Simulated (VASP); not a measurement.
Write the native input for VASP 6.6.1 that does the following.

| Quantity | Value |
| --- | --- |
| Task | single point |
| Functional | revPBE |
| Potentials or basis | VASP PAW PBE potentials, release 64 (Ge_d) |
| Cutoff | 520 eV |
| k mesh | 8 × 8 × 13 |
| Occupations | fermi-dirac, width 0.1 eV |
| Spin | no spin polarisation |
| Dipole correction | no |
| Further INCAR settings | ALGO = Normal; EDIFF = 1e-06; NBANDS = 28 |

The structure of Ge lies in POSCAR:

```
Ge
1.0
    4.8695036690      0.0000000000      0.0000000000
   -2.4347518345      4.2171138812      0.0000000000
    0.0000000000      0.0000000000      2.7667950049
Ge
3
Direct
    0.0000000000      1.0000000000      0.0000000000
    0.3333333333      0.6666666667      0.5000000000
    0.6666666667      0.3333333333      0.5000000000
```

This isn't the form of Ge at room conditions, which is diamond.

One way to write it, as run:

INCAR

```
SYSTEM = Ge
ALGO = Normal
EDIFF = 1E-6
ENCUT = 520
GGA = RE
ISIF = 2
ISMEAR = -1
LASPH = .TRUE.
LCHARG = .TRUE.
LELF = .TRUE.
LREAL = .FALSE.
LVHAR = .TRUE.
LWAVE = .FALSE.
NBANDS = 28
NELM = 100
PREC = Accurate
SIGMA = 0.1
```

KPOINTS

```
k-points
0
G
  8 8 13
  0 0 0
```

Potentials or basis: VASP PAW PBE potentials, release 64 (Ge_d).

Run with:

```sh
$ cat potpaw_PBE.64/Ge_d/POTCAR > POTCAR
$ mpirun -np 1 vasp_std > vasp.out
```

Results of the run:

The pressure is 2.8 GPa. The band gap on the k mesh is zero (bands 21 and 22 overlap by 4.77 eV).

Caveat: the PAW data sets were made with another functional, which shifts forces and pressure a little.

Run time: 72 s on 1 thread of Intel(R) Xeon(R) Platinum 8259CL CPU @ 2.50GHz (Skylake/Cascade Lake), with other jobs on the host, peak memory 0.22 GiB.
